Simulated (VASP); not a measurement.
# C (Fd-3m) in VASP: notebook, part 2 of 2

VASP 6.6.1. The steps go on from the part before.

## Step 3: Relaxation of cell and atoms, LDA

This run uses another cell than the first one, of 5.67 Å³/atom, 1.030 times its volume.

File INCAR:

```
SYSTEM = C
PREC = Accurate
ENCUT = 600
EDIFF = 1E-6
ISMEAR = -1
SIGMA = 0.1
LREAL = .False.
LASPH = .True.
NELM = 80
ALGO = Normal
ISIF = 3
LWAVE = .False.
LCHARG = .False.
GGA = CA
IBRION = 2
NSW = 100
EDIFFG = -0.002
```

File KPOINTS:

```
Automatic mesh
0
Gamma
  22 22 22
  0 0 0
```

File POSCAR:

```
C
1.0
    0.0000000000      1.7833700000      1.7833700000
    1.7833700000      0.0000000000      1.7833700000
    1.7833700000      1.7833700000      0.0000000000
C
2
Direct
    0.5000000000      0.5000000000      0.5000000000
    0.7500000000      0.7500000000      0.7500000000
```

Potentials or basis: VASP PAW LDA potentials, release 64 (C).

Command:

```
$ cat potpaw_LDA.64/C/POTCAR > POTCAR
$ mpirun -np 1 vasp_std > vasp.out
```

OUTCAR:

```text
SYSTEM = C
   PREC = Accurate
   ENCUT = 600
   EDIFF = 1E-6
   ISMEAR = -1
   LREAL = .False.
   LASPH = .True.
   NELM = 80
   ISIF = 3
   GGA = CA
   IBRION = 2
   NSW = 100
   EDIFFG = -0.002

 ion  position               nearest neighbor table
   1  0.500  0.500  0.500-   2 1.54   2 1.54   2 1.54   2 1.54
   2  0.750  0.750  0.750-   1 1.54   1 1.54   1 1.54   1 1.54

  LATTYP: Found a face centered cubic cell.
 ALAT       =     3.5667400000

  Lattice vectors:

 A1 = (   0.0000000000,   1.7833700000,   1.7833700000)
 A2 = (   1.7833700000,   0.0000000000,   1.7833700000)
 A3 = (   1.7833700000,   1.7833700000,   0.0000000000)

Analysis of symmetry for initial positions (statically):
=====================================================================
 Subroutine PRICEL returns:
 Original cell was already a primitive cell.

 Routine SETGRP: Setting up the symmetry group for a
 face centered cubic supercell.

 Subroutine GETGRP returns: Found 48 space group operations
 (whereof 24 operations were pure point group operations)
 out of a pool of 48 trial point group operations.

The static configuration has the point symmetry T_d .
 The point group associated with its full space group is O_h .

Analysis of symmetry for dynamics (positions and initial velocities):
=====================================================================
 Subroutine PRICEL returns:
 Original cell was already a primitive cell.

 Routine SETGRP: Setting up the symmetry group for a
 face centered cubic supercell.

 Subroutine GETGRP returns: Found 48 space group operations
 (whereof 24 operations were pure point group operations)
 out of a pool of 48 trial point group operations.

The dynamic configuration has the point symmetry T_d .
 The point group associated with its full space group is O_h .

 Subroutine INISYM returns: Found 48 space group operations
 (whereof 24 operations are pure point group operations),
 and found     1 'primitive' translations

----------------------------------------------------------------------------------------

                                     Primitive cell

  volume of cell :      11.3437

  direct lattice vectors                    reciprocal lattice vectors
     0.000000000  1.783370000  1.783370000    -0.280368067  0.280368067  0.280368067
     1.783370000  0.000000000  1.783370000     0.280368067 -0.280368067  0.280368067
     1.783370000  1.783370000  0.000000000     0.280368067  0.280368067 -0.280368067

  length of vectors
     2.522066041  2.522066041  2.522066041     0.485611737  0.485611737  0.485611737

  position of ions in fractional coordinates (direct lattice)
     0.500000000  0.500000000  0.500000000
     0.750000000  0.750000000  0.750000000

  ion indices of the primitive-cell ions
   primitive index   ion index
                 1           1
                 2           2

----------------------------------------------------------------------------------------

 KPOINTS: Automatic mesh

Automatic generation of k-mesh.
[... 27 lines left out ...]
  0.181818  0.000000  0.000000      8.000000
  0.227273  0.000000  0.000000      8.000000
[... 16 lines left out ...]
  0.500000  0.045455  0.000000     24.000000
 -0.454545  0.045455  0.000000     24.000000
 [... further k-points ...]
   k-points           NKPTS =    328   k-points in BZ     NKDIM =    328   number of bands    NBANDS=      8
   number of dos      NEDOS =    301   number of ions     NIONS =      2
   total plane-waves  NPLWV =   8000
   dimension x,y,z NGX =    20 NGY =   20 NGZ =   20
   dimension x,y,z NGXF=    40 NGYF=   40 NGZF=   40
   ions per type =               2
   NGX,Y,Z   is equivalent  to a cutoff of  13.18, 13.18, 13.18 a.u.
   NGXF,Y,Z  is equivalent  to a cutoff of  26.37, 26.37, 26.37 a.u.
 SYSTEM =  C
   PREC   = accura    normal or accurate (medium, high low for compatibility)
   ISTART =      0    job   : 0-new  1-cont  2-samecut
   ICHARG =      2    charge: 1-file 2-atom 10-const
   ISPIN  =      1    spin polarized calculation?
   LNONCOLLINEAR =      F non collinear calculations
   LSORBIT =      F    spin-orbit coupling
   LASPH  =      T    aspherical Exc in radial PAW
   ENCUT  =  600.0 eV  44.10 Ry    6.64 a.u.   5.04  5.04  5.04*2*pi/ulx,y,z
   NELM   =     80;   NELMIN=  2; NELMDL= -5     # of ELM steps
   EDIFF  = 0.1E-05   stopping-criterion for ELM
   LREAL  =      F    real-space projection
   EDIFFG = -.2E-02   stopping-criterion for IOM
   NSW    =    100    number of steps for IOM
   IBRION =      2    ionic relax: 0-MD 1-quasi-New 2-CG
   NFREE  =      1    steps in history (QN), initial steepest desc. (CG)
   ISIF   =      3    stress and relaxation
   ISYM   =      2    0-nonsym 1-usesym 2-fastsym
   POTIM  = 0.5000    time-step for ionic-motion
   TEBEG  =    0.0;   TEEND  =   0.0 temperature during run
   PSTRESS=    0.0 pullay stress
   NELECT =       8.0000    total number of electrons
   NUPDOWN=      -1.0000    fix difference up-down
   EMIN   =  10.00;   EMAX   =-10.00  energy-range for DOS
   EFERMI =   0.00;   METHOD = LEGACY
   ISMEAR =    -1;   SIGMA  =   0.10  broadening in eV -4-tet -1-fermi 0-gaus
   EFERMI_NEDOS =   21; number of points for ismear=-14 and -15
   IALGO  =     38    algorithm
   IMIX   =      4    mixing-type and parameters
     AMIX     =   0.40;   BMIX     =  1.00
     AMIX_MAG =   1.60;   BMIX_MAG =  1.00
  volume/ion in A,a.u.               =       5.67        38.28
  Fermi-wavevector in a.u.,A,eV,Ry     =   1.457203  2.753714 28.891161  2.123440
  Thomas-Fermi vector in A             =   2.574032
   LORBIT       =      0    0 simple, 1 ext, 2 COOP (PROOUT), +10 PAW based schemes
   GGA     = CA    functional components
   LHFCALC =     F    Hartree Fock is set to
   AEXX    =    0.0000 exact exchange contribution
   IVDW    =     0    specifies the selected vdW correction
   LEPSILON=     F    determine dielectric tensor
   LRPA    =     F    only Hartree local field effects (RPA)
 conjugate gradient relaxation of ions
 non-spin polarized calculation
  energy-cutoff  :      600.00
  volume of cell :       11.34
 maximum number of plane-waves:       388
   NGX =  9   NGY =  9   NGZ =  9

--------------------------------------- Ionic step        1  -------------------------------------------

 number of electron       7.9999999 magnetization

 Free energy of the ion-electron system (eV)
  ---------------------------------------------------
  ext. energy  EPLUGINS =         0.00000000
  ---------------------------------------------------
  free energy    TOTEN  =       -20.24151489 eV

  energy without entropy =      -20.24151489  energy(sigma->0) =      -20.24151489

------------------------ aborting loop because EDIFF is reached ----------------------------------------

  FORCE on cell =-STRESS in cart. coord.  units (eV):
  Direction    XX          YY          ZZ          XY          YZ          ZX
  --------------------------------------------------------------------------------------
  -------------------------------------------------------------------------------------
  Total       -0.8757002     -0.8757002     -0.8757002      0.0000000      0.0000000      0.0000000
  in kB     -123.6834727   -123.6834727   -123.6834727      0.0000000      0.0000000      0.0000000
  external PRESSURE =    -123.6834727 kB  Pullay stress =       0.0000000 kB
[... 167 lines left out ...]
--------------------------------------- Ionic step        6  -------------------------------------------

 number of electron       7.9999998 magnetization

 Free energy of the ion-electron system (eV)
  ---------------------------------------------------
  ext. energy  EPLUGINS =         0.00000000
  ---------------------------------------------------
  free energy    TOTEN  =       -20.25385497 eV

  energy without entropy =      -20.25385497  energy(sigma->0) =      -20.25385497

 E-fermi :  11.9330     XC(G=0): -13.6352

 val. band max:       10.1357837958   @ k =   0.0000   0.0000   0.0000
 cond. band min:      14.3002916151   @ k =   0.3636   0.3636   0.0000
 fundamental gap:      4.1645078193
 Fermi energy:        11.9330446501

 k-point     1 :       0.0000    0.0000    0.0000
  band No.  band energies     occupation
      1     -11.5584      2.00000
      2      10.1358      2.00000
      3      10.1358      2.00000
      4      10.1358      2.00000
      5      15.7573      0.00000
      6      15.7573      0.00000
      7      15.7573      0.00000
      8      24.3357      0.00000
[... 243 lines left out ...]
 k-point    24 :      -0.4545    0.0455    0.0000
  band No.  band energies     occupation
      1      -5.7784      2.00000
      2      -3.1778      2.00000
      3       7.0055      2.00000
      4       7.2558      2.00000
      5      18.6241      0.00000
      6      18.7480      0.00000
      7      19.6881      0.00000
      8      25.8072      0.00000

 [... further k-points ...]
[... 5 lines left out ...]
  --------------------------------------------------------------------------------------
  -------------------------------------------------------------------------------------
  Total       -0.0022465     -0.0022465     -0.0022465      0.0000000     -0.0000000     -0.0000000
  in kB       -0.3262885     -0.3262885     -0.3262885      0.0000000     -0.0000000     -0.0000000
  external PRESSURE =      -0.3262885 kB  Pullay stress =       0.0000000 kB
[... 17 lines left out ...]
  FREE ENERGIE OF THE ION-ELECTRON SYSTEM (eV)
  ---------------------------------------------------
  free  energy   TOTEN  =       -20.2538549709 eV

  energy  without entropy=      -20.2538549708  energy(sigma->0) =      -20.25385497

 reached required accuracy - stopping structural energy minimisation
```

OSZICAR:

```text
N       E                     dE             d eps       ncg     rms          rms(c)
DAV:   1    -0.416280789376E+00   -0.41628E+00   -0.54461E+03  5480   0.108E+03
DAV:   2    -0.209133381826E+02   -0.20497E+02   -0.19707E+02  8320   0.122E+02
DAV:   3    -0.210417514399E+02   -0.12841E+00   -0.12841E+00  5752   0.125E+01
[... 33 lines left out ...]
DAV:   3    -0.202538531320E+02    0.63437E-06   -0.13041E-06  4824   0.900E-03
   5 F= -.20253853E+02 E0= -.20253853E+02  d E =0.942007E-07
       N       E                     dE             d eps       ncg     rms          rms(c)
DAV:   1    -0.202538554136E+02   -0.16473E-05   -0.34419E-05  5912   0.607E-02    0.550E-03
DAV:   2    -0.202538549709E+02    0.44270E-06   -0.37495E-07  3304   0.601E-03
   6 F= -.20253855E+02 E0= -.20253855E+02  d E =-.174474E-05
```

Wall time 52 s (1 thread of Intel Xeon Platinum 8259CL at 2.50GHz (Skylake/Cascade Lake), shared host); peak memory 0.13 GiB.

Results:

```
Free energy                            : -20.2539 eV
Relaxed volume                         : 5.52 Å³/atom
Relaxed cell                           : a = 2.499 Å, b = 2.499 Å, c = 2.499 Å, α = 60.00°, β = 60.00°, γ = 60.00°
Space group after relaxing (to 0.05 Å) : Fd-3m (No. 227)
Energy gained by relaxing              : 6.2 meV/atom
Ionic steps                            : 6
Pressure after relaxing                : 0.0 GPa
Band gap on the k mesh                 : 4.16 eV, indirect (least direct gap 5.62 eV)
```

The path:
| step | energy change (eV) | largest force (eV/Å) | pressure (GPa) | volume (Å³) |
| --- | --- | --- | --- | --- |
| 1 | 0.0000 | 0.0000 | -12.37 | 11.34 |
| 2 | 0.0089 | 0.0000 | 17.94 | 10.64 |
| 3 | -0.0123 | 0.0000 | -0.11 | 11.03 |
| 4 | -0.0123 | 0.0000 | 0.15 | 11.03 |
| 5 | -0.0123 | 0.0000 | -0.15 | 11.03 |
| 6 | -0.0123 | 0.0000 | -0.03 | 11.03 |

Final structure:
```xyz
2
Lattice="0.0000 1.7668 1.7668 1.7668 0.0000 1.7668 1.7668 1.7668 0.0000" Properties=species:S:1:pos:R:3 pbc="T T T"
C     1.7668    1.7668    1.7668
C     2.6502    2.6502    2.6502
```

Levels at points of the mesh, in eV from the valence-band top:
```csv
k point,band 1,band 2,band 3,band 4,band 5,band 6,band 7,band 8
"(0.00, 0.00, 0.00)",-21.69,0.00,0.00,0.00,5.62,5.62,5.62,14.20
"(0.50, 0.00, 0.00)",-15.69,-13.67,-2.86,-2.86,8.50,8.50,9.40,15.66
"(0.50, 0.50, 0.00)",-12.81,-12.81,-6.46,-6.46,4.77,4.77,17.05,17.05
```

A k mesh can miss the band edges. Zero-point motion and thermal expansion aren't in these numbers.
